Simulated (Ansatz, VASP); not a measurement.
# Au: VASP beside Ansatz

```
Au
1.0
    -1.62060    1.62060    1.62060
     1.62060   -1.62060    1.62060
     1.62060    1.62060   -1.62060
Au
1
Direct
  0.00000 0.00000 0.00000
```

Alike in both runs: functional PBEsol; k mesh 8 × 8 × 8; occupations gaussian, width 0.1 eV; no spin polarisation.

Ansatz relaxed the structure, and its values are those at the end. VASP's run is a single point on that final structure, the one shown.

|  | VASP | Ansatz |
| --- | --- | --- |
| version | VASP 6.6.1 | Ansatz 0.2.0 |
| potentials or method | VASP PAW PBE potentials, release 64 (Au), cutoff 500 eV | scalar-relativistic, plane waves, PAW |
| valence electrons in the cell | 11 | 19 |

```csv
,VASP,Ansatz,Ansatz less VASP
gap on the k mesh at the Fermi level (eV),none,none,-
pressure (GPa),-0.3,0.0,+0.28
```

VASP's potentials were made for PBE, not for PBEsol. A gap of «none» marks a metal or a gap that the smearing closes. VASP's potentials hold 11 valence electrons a cell and Ansatz's 19, so a difference there can come from the potentials and not from the codes.

Spin-orbit coupling is off throughout.
